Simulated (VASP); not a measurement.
# LiHSO4 (P1) in VASP: notebook

Runs on LiHSO4. Level: LDA. Tasks: single point.

Everything below comes from runs of VASP 6.6.1. Logs are shortened: lines on timing, memory, paths and dates and some standing lists are left out, and cuts for length are marked.

## (1) The cell of the first run

The typed cell holds 28 atoms: a = 5.341 Å, b = 7.374 Å, c = 8.560 Å, α = 90.00°, β = 90.15°, γ = 90.00°.

## (2) Single point, LDA

The input, INCAR:

```
SYSTEM = LiHSO4
ALGO = Normal
EDIFF = 1E-6
ENCUT = 910
GGA_COMPAT = .False.
ISIF = 2
ISMEAR = -1
LASPH = .True.
LCHARG = .False.
LREAL = Auto
LWAVE = .False.
NBANDS = 88
NELM = 120
PREC = Accurate
SIGMA = 0.05
```

The input, KPOINTS:

```
k-points
0
Gamma
  2 1 1
  0 0 0
```

The input, POSCAR:

```
LiHSO4
1.0
    5.3414780000      0.0000000000      0.0000000000
    0.0000000000      7.3736770000      0.0000000000
   -0.0226800000      0.0000000000      8.5596560000
Li H S O
4 4 4 16
Direct
    0.4784446354      0.2998639620     -0.0175707996
    0.5243073123      0.7811977661      0.4795402993
    0.3994418946      0.6779656879      1.0321910133
    0.5581397522      0.1924277399      0.5287128361
    0.8888392039      0.6615966498      0.7987236870
    0.1632012108      0.1884541457      0.6938129289
    0.0821688737      0.3636313335      0.1809184855
    0.8388211929      0.8530208199      0.2533045721
    0.2369597941      0.5201475465      0.7149703212
    0.7976494998      1.0037190400      0.7772158133
    0.7772740441      0.4913016938      0.2730249907
    0.1800836585     -0.0092898021      0.2298456854
    0.4073943174      0.5298170777      0.8504313725
    0.6935590226      0.9774227973      0.6230273740
    0.5951535999      0.4749597792      0.1454965013
    0.2608502237     -0.0197594769      0.3979599180
    0.3053043776      0.3347312338      0.6471171271
    0.8791696753      0.8265889596      0.8406295767
    0.7509642323      0.6565245535      0.3641501481
    0.2367249798      0.1695761830      0.1614317211
    0.2754571268      0.6637529688      0.6061809026
    0.6124532315      0.1012249384      0.8864842232
    0.7909254529      0.3329275204      0.3752604077
    0.2871509750      0.8342242276      0.1503798751
    0.9843289636      0.5182760243      0.7791668263
    0.0372017078      1.1153594062      0.7677294508
    0.0382922176      0.5067485327      0.1868182553
    0.8800453345     -0.0172912375      0.2223453840
```

Potentials or basis: VASP PAW LDA potentials, release 64 (Li_sv, H_h, S, O_h).

Run with:

```
$ cat potpaw_LDA.64/Li_sv/POTCAR potpaw_LDA.64/H_h/POTCAR potpaw_LDA.64/S/POTCAR potpaw_LDA.64/O_h/POTCAR > POTCAR
$ mpirun -np 1 vasp_std > vasp.out
```

OUTCAR:

```text
SYSTEM = LiHSO4
   EDIFF = 1E-6
   ENCUT = 910
   ISIF = 2
   ISMEAR = -1
   LASPH = .True.
   LREAL = Auto
   NELM = 120
   PREC = Accurate

 ion  position               nearest neighbor table
   1  0.478  0.300  0.982-  22 1.83  15 2.00
   2  0.524  0.781  0.480-  19 1.81  21 1.92
   3  0.399  0.678  0.032-  24 1.65  13 1.90
   4  0.558  0.192  0.529-  14 1.92  17 1.99
   5  0.889  0.662  0.799-  25 1.19
   6  0.163  0.188  0.694-  26 1.07
   7  0.082  0.364  0.181-  27 1.08
   8  0.839  0.853  0.253-  28 1.02
   9  0.237  0.520  0.715-  21 1.43  25 1.46  13 1.47  17 1.53
  10  0.798  0.004  0.777-  14 1.44  18 1.48  26 1.52  22 1.54
  11  0.777  0.491  0.273-  19 1.45  23 1.46  15 1.47  27 1.58
  12  0.180  0.991  0.230-  24 1.46  20 1.47  16 1.50  28 1.60
  13  0.407  0.530  0.850-   9 1.47   3 1.90
  14  0.694  0.977  0.623-  10 1.44   4 1.92
  15  0.595  0.475  0.145-  11 1.47   1 2.00
  16  0.261  0.980  0.398-  12 1.50
  17  0.305  0.335  0.647-   9 1.53   4 1.99
  18  0.879  0.827  0.841-  10 1.48
  19  0.751  0.657  0.364-  11 1.45   2 1.81
  20  0.237  0.170  0.161-  12 1.47
  21  0.275  0.664  0.606-   9 1.43   2 1.92
  22  0.612  0.101  0.886-  10 1.54   1 1.83
  23  0.791  0.333  0.375-  11 1.46
  24  0.287  0.834  0.150-  12 1.46   3 1.65
  25  0.984  0.518  0.779-   5 1.19   9 1.46
  26  0.037  0.115  0.768-   6 1.07  10 1.52
  27  0.038  0.507  0.187-   7 1.08  11 1.58
  28  0.880  0.983  0.222-   8 1.02  12 1.60

  LATTYP: Found a simple monoclinic cell.
 ALAT       =     5.3414780000
 B/A-ratio  =     1.3804563082
 C/A-ratio  =     1.6024939252
 COS(beta)  =    -0.0026496299

  Lattice vectors:

 A1 = (   5.3414780000,   0.0000000000,   0.0000000000)
 A2 = (   0.0000000000,   7.3736770000,   0.0000000000)
 A3 = (  -0.0226800000,   0.0000000000,   8.5596560000)

Analysis of symmetry for initial positions (statically):
=====================================================================
 Subroutine PRICEL returns:
 Original cell was already a primitive cell.

 Routine SETGRP: Setting up the symmetry group for a
 simple monoclinic supercell.

 Subroutine GETGRP returns: Found  1 space group operations
 (whereof  1 operations were pure point group operations)
 out of a pool of  4 trial point group operations.

The static configuration has the point symmetry C_1 .

Analysis of symmetry for dynamics (positions and initial velocities):
=====================================================================
 Subroutine PRICEL returns:
 Original cell was already a primitive cell.

 Routine SETGRP: Setting up the symmetry group for a
 simple monoclinic supercell.

 Subroutine GETGRP returns: Found  1 space group operations
 (whereof  1 operations were pure point group operations)
 out of a pool of  4 trial point group operations.

The dynamic configuration has the point symmetry C_1 .

 Subroutine INISYM returns: Found  1 space group operations
 (whereof  1 operations are pure point group operations),
 and found     1 'primitive' translations

----------------------------------------------------------------------------------------

                                     Primitive cell

  volume of cell :     337.1335

  direct lattice vectors                    reciprocal lattice vectors
     5.341478000  0.000000000  0.000000000     0.187214101  0.000000000  0.000496050
     0.000000000  7.373677000  0.000000000     0.000000000  0.135617549  0.000000000
    -0.022680000  0.000000000  8.559656000     0.000000000  0.000000000  0.116827125

  length of vectors
     5.341478000  7.373677000  8.559686047     0.187214758  0.135617549  0.116827125

  position of ions in fractional coordinates (direct lattice)
     0.478444635  0.299863962  0.982429200
     0.524307312  0.781197766  0.479540299
     0.399441895  0.677965688  0.032191013
     0.558139752  0.192427740  0.528712836
     0.888839204  0.661596650  0.798723687
     0.163201211  0.188454146  0.693812929
[... 20 lines left out ...]
     0.038292218  0.506748533  0.186818255
     0.880045334  0.982708763  0.222345384

  ion indices of the primitive-cell ions
   primitive index   ion index
                 1           1
                 2           2
                 3           3
                 4           4
                 5           5
                 6           6
[... 20 lines left out ...]
                27          27
                28          28

----------------------------------------------------------------------------------------

 KPOINTS: k-points

Automatic generation of k-mesh.
 Grid dimensions read from file:
 generate k-points for:    2    1    1

 Generating k-lattice:

  Cartesian coordinates                     Fractional coordinates (reciprocal lattice)
     0.093607050  0.000000000  0.000248025     0.500000000  0.000000000  0.000000000
     0.000000000  0.135617549  0.000000000     0.000000000  1.000000000  0.000000000
     0.000000000  0.000000000  0.116827125     0.000000000  0.000000000  1.000000000

  Length of vectors
     0.093607379  0.135617549  0.116827125

  Shift w.r.t. Gamma in fractional coordinates (k-lattice)
     0.000000000  0.000000000  0.000000000

 Subroutine IBZKPT returns following result:
 ===========================================

 Found      2 irreducible k-points:

 Following reciprocal coordinates:
            Coordinates               Weight
  0.000000  0.000000  0.000000      1.000000
  0.500000  0.000000  0.000000      1.000000
   k-points           NKPTS =      2   k-points in BZ     NKDIM =      2   number of bands    NBANDS=     88
   number of dos      NEDOS =    301   number of ions     NIONS =     28
   total plane-waves  NPLWV = 362880
   dimension x,y,z NGX =    54 NGY =   80 NGZ =   84
   dimension x,y,z NGXF=   108 NGYF=  160 NGZF=  168
   ions per type =               4   4   4  16
   NGX,Y,Z   is equivalent  to a cutoff of  16.81, 18.04, 16.31 a.u.
   NGXF,Y,Z  is equivalent  to a cutoff of  33.61, 36.07, 32.63 a.u.
 SYSTEM =  LiHSO4
   PREC   = accura    normal or accurate (medium, high low for compatibility)
   ISTART =      0    job   : 0-new  1-cont  2-samecut
   ICHARG =      2    charge: 1-file 2-atom 10-const
   ISPIN  =      1    spin polarized calculation?
   LNONCOLLINEAR =      F non collinear calculations
   LSORBIT =      F    spin-orbit coupling
   LASPH  =      T    aspherical Exc in radial PAW
   ENCUT  =  910.0 eV  66.88 Ry    8.18 a.u.  13.14 18.14 21.05*2*pi/ulx,y,z
   NELM   =    120;   NELMIN=  2; NELMDL= -5     # of ELM steps
   EDIFF  = 0.1E-05   stopping-criterion for ELM
   LREAL  =      T    real-space projection
   EDIFFG = 0.1E-04   stopping-criterion for IOM
   NSW    =      0    number of steps for IOM
   IBRION =     -1    ionic relax: 0-MD 1-quasi-New 2-CG
   NFREE  =      0    steps in history (QN), initial steepest desc. (CG)
   ISIF   =      2    stress and relaxation
   ISYM   =      2    0-nonsym 1-usesym 2-fastsym
   POTIM  = 0.5000    time-step for ionic-motion
   TEBEG  =    0.0;   TEEND  =   0.0 temperature during run
   PSTRESS=    0.0 pullay stress
   NELECT =     136.0000    total number of electrons
   NUPDOWN=      -1.0000    fix difference up-down
   EMIN   =  10.00;   EMAX   =-10.00  energy-range for DOS
   EFERMI =   0.00;   METHOD = LEGACY
   ISMEAR =    -1;   SIGMA  =   0.05  broadening in eV -4-tet -1-fermi 0-gaus
   EFERMI_NEDOS =   21; number of points for ismear=-14 and -15
   IALGO  =     38    algorithm
   IMIX   =      4    mixing-type and parameters
     AMIX     =   0.40;   BMIX     =  1.00
     AMIX_MAG =   1.60;   BMIX_MAG =  1.00
  volume/ion in A,a.u.               =      12.04        81.25
  Fermi-wavevector in a.u.,A,eV,Ry     =   1.209634  2.285876 19.908228  1.463213
  Thomas-Fermi vector in A             =   2.345205
   LORBIT       =      0    0 simple, 1 ext, 2 COOP (PROOUT), +10 PAW based schemes
   GGA     = CA    functional components
   LHFCALC =     F    Hartree Fock is set to
   AEXX    =    0.0000 exact exchange contribution
   IVDW    =     0    specifies the selected vdW correction
   LEPSILON=     F    determine dielectric tensor
   LRPA    =     F    only Hartree local field effects (RPA)
 non-spin polarized calculation
  energy-cutoff  :      910.00
  volume of cell :      337.13
 maximum number of plane-waves:     21042
 NGX is ok and might be reduce to    54
   NGX = 27   NGY = 37   NGZ = 43

 number of electron     135.9999994 magnetization

 Free energy of the ion-electron system (eV)
  ---------------------------------------------------
  ext. energy  EPLUGINS =         0.00000000
  ---------------------------------------------------
  free energy    TOTEN  =      -175.31074320 eV

  energy without entropy =     -175.31074320  energy(sigma->0) =     -175.31074320

 E-fermi :   0.7849     XC(G=0):  -8.9671

 val. band max:       -0.5164774251   @ k =   0.0000   0.0000   0.0000
 cond. band min:       4.9022479263   @ k =   0.0000   0.0000   0.0000
 fundamental gap:      5.4187253514
 Fermi energy:         0.7848668030

 k-point     1 :       0.0000    0.0000    0.0000
  band No.  band energies     occupation
      1     -42.5235      2.00000
      2     -42.0776      2.00000
      3     -42.0690      2.00000
      4     -42.0105      2.00000
      5     -23.5426      2.00000
      6     -23.4073      2.00000
[... 72 lines left out ...]
     79       8.2190      0.00000
     80       8.3601      0.00000

 k-point     2 :       0.5000    0.0000    0.0000
  band No.  band energies     occupation
      1     -42.5235      2.00000
      2     -42.0776      2.00000
      3     -42.0690      2.00000
      4     -42.0105      2.00000
      5     -23.5266      2.00000
      6     -23.3931      2.00000
[... 72 lines left out ...]
     79       8.1235      0.00000
     80       8.2800      0.00000
 [bands above 80 left out]

------------------------ aborting loop because EDIFF is reached ----------------------------------------

  FORCE on cell =-STRESS in cart. coord.  units (eV):
  Direction    XX          YY          ZZ          XY          YZ          ZX
  --------------------------------------------------------------------------------------
  -------------------------------------------------------------------------------------
  Total      -11.3963312    -16.0183317     -9.8315598      3.4958607      0.7418680      2.8438154
  in kB      -54.1593919    -76.1247710    -46.7230455     16.6135651      3.5256187     13.5148155
  external PRESSURE =     -59.0024028 kB  Pullay stress =       0.0000000 kB

 VOLUME and BASIS-vectors are now :
 -----------------------------------------------------------------------------
  energy-cutoff  :      910.00
  volume of cell :      337.13
      direct lattice vectors                 reciprocal lattice vectors
     5.341478000  0.000000000  0.000000000     0.187214101  0.000000000  0.000496050
     0.000000000  7.373677000  0.000000000     0.000000000  0.135617549  0.000000000
    -0.022680000  0.000000000  8.559656000     0.000000000  0.000000000  0.116827125

 POSITION                                       TOTAL-FORCE (eV/Angst)
 -----------------------------------------------------------------------------------
      2.53332      2.21110      8.40926         0.039081      0.042804      0.156958
      2.78970      5.76030      4.10470        -0.627013      0.463195      0.405134
      2.13288      4.99910      0.27554         0.514675     -1.136379     -0.726931
      2.96930      1.41890      4.52560        -0.136044      0.279905     -0.498864
      4.72960      4.87840      6.83680         0.784247     -0.029924     -0.154106
      0.85600      1.38960      5.93880        -0.316686      0.834464     -0.328623
[... 20 lines left out ...]
      0.20030      3.73660      1.59910        -0.689641     -2.304237      0.794059
      4.69570      7.24618      1.90320         1.683672     -0.958529      0.010323
 -----------------------------------------------------------------------------------
    total drift:                               -0.007386     -0.002196     -0.007949

  FREE ENERGIE OF THE ION-ELECTRON SYSTEM (eV)
  ---------------------------------------------------
  free  energy   TOTEN  =      -175.3107431971 eV

  energy  without entropy=     -175.3107431971  energy(sigma->0) =     -175.31074320
```

Wall time 2.2 min (1 thread of AMD EPYC 9R45 (Zen 5), shared host); peak memory 0.57 GiB.

Results:

* Free energy: -175.3107 eV
* Pressure: -5.9 GPa
* Largest force: 4.409 eV/Å
* Band gap on the k mesh: 5.42 eV

Forces on the atoms (eV/Å):
```
Li   0.039  0.043  0.157
Li  -0.627  0.463  0.405
Li   0.515 -1.136 -0.727
Li  -0.136  0.280 -0.499
H    0.784 -0.030 -0.154
H   -0.317  0.834 -0.329
H    0.521  1.404 -0.109
H   -0.215  0.342  0.158
S    2.979 -1.727  0.431
S   -0.492  1.588  2.363
S    0.371 -1.388  0.122
S    0.761  0.647  2.140
O    0.133  0.461  0.549
O   -0.635  0.244 -0.954
O   -0.044  0.375  0.436
O   -0.420  0.362 -1.880
O   -1.092  0.732 -0.358
O   -0.668  0.350  0.507
O    0.097  0.649 -0.794
O   -0.486 -0.786  0.002
O    0.042  0.111 -0.488
O    2.916 -2.138 -2.523
O   -0.451  0.714 -0.641
O   -1.008  1.945  0.509
O   -2.186  0.024 -0.237
O   -1.375 -1.101  1.108
O   -0.690 -2.304  0.794
O    1.684 -0.959  0.010
```

Stress tensor (GPa, compression positive):
```
-5.42  1.66  1.35
 1.66 -7.61  0.35
 1.35  0.35 -4.67
```

Levels at points of the mesh, in eV from the valence-band top:
```csv
k point,band 65,band 66,band 67,band 68,band 69,band 70,band 71,band 72
"(0.00, 0.00, 0.00)",-0.21,-0.16,-0.10,0.00,5.42,6.70,7.12,7.54
"(0.50, 0.00, 0.00)",-0.19,-0.18,-0.09,-0.02,6.61,7.17,7.41,7.57
```

Caveat: the k points lie up to 0.85 Å⁻¹ apart; the cutoff is under 1.25 times the usual one of these potentials, so pressure, stress and relaxed cells hold a basis-set (Pulay) error; the atoms stand as in a frame of molecular dynamics; forces of over 1 eV/Å act on the atoms, so gaps and moduli don't describe the material at rest.

(Continued in part 2 of 2.)
